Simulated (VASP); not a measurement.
Here is a VASP 6.6.1 calculation.

The input POSCAR:

```
C
1.0
    0.0000000000      1.7833800000      1.7833800000
    1.7833800000      0.0000000000      1.7833800000
    1.7833800000      1.7833800000      0.0000000000
C
2
Direct
    0.5000000000      0.5000000000      0.5000000000
    0.7500000000      0.7500000000      0.7500000000
```

The input INCAR.step1:

```
PREC = Accurate
ENCUT = 910
ISMEAR = -1
SIGMA = 0.001
LREAL = False
LASPH = True
NELM = 120
NBANDS = 11
GGA = PE
ALGO = Normal
EDIFF = 1E-5
LWAVE = True
LCHARG = False
GGA_COMPAT = False
```

File INCAR.step2:

```
PREC = Accurate
ENCUT = 910
EDIFF = 1E-6
ISMEAR = -1
SIGMA = 0.001
LREAL = False
LASPH = True
NELM = 120
ALGO = Normal
ISIF = 2
LWAVE = False
LCHARG = False
METAGGA = R2SCAN
LMIXTAU = True
NBANDS = 11
ISTART = 1
GGA_COMPAT = False
```

Contents of KPOINTS:

```
Automatic mesh
0
Gamma
  12 12 12
```

Potentials or basis: VASP PAW PBE potentials, release 64 (C_h).

The run is started by

```bash
$ cat potpaw_PBE.64/C_h/POTCAR > POTCAR
$ cp INCAR.step1 INCAR
$ mpirun -np 1 vasp_std > vasp.out
$ cp INCAR.step2 INCAR
$ mpirun -np 1 vasp_std > vasp.out
```

Task: Estimate the band gap on the k mesh.

Result: 4.37 eV, indirect (least direct gap 5.88 eV).

Task: Predict the pressure.

Result: -3.3 GPa.

Caveat: the cutoff is under 1.25 times the usual one of these potentials, so pressure, stress and relaxed cells hold a basis-set (Pulay) error; the PAW data sets were made with another functional, which shifts forces and pressure a little. A k mesh can miss the band edges.
